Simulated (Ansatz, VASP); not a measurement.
## Two plane-wave programs on InP

```xyz
2
Lattice="0.0000 2.7903 2.7903 2.7903 0.0000 2.7903 2.7903 2.7903 0.0000" Properties=species:S:1:pos:R:3 pbc="T T T"
In    0.0000    0.0000    0.0000
P     2.7903    2.7903    2.7903
```

Alike in both runs: task single point; functional PBE; k mesh 14 × 14 × 14; occupations fermi-dirac, width 0.15 eV; no spin polarisation.

|  | VASP | Ansatz |
| --- | --- | --- |
| version | VASP 6.6.1 | Ansatz 0.2.0 |
| potentials or method | VASP PAW PBE potentials, release 64 (In_d, P), cutoff 520 eV | scalar-relativistic, plane waves, PAW |
| valence electrons in the cell | 18 | 18 |

|  | VASP | Ansatz | Ansatz less VASP |
| --- | --- | --- | --- |
| gap on the k mesh at the Fermi level (eV) | none | none | - |
| pressure (GPa) | -1.4 | -1.4 | +0.05 |

A gap of «none» marks a metal or a gap that the smearing closes.
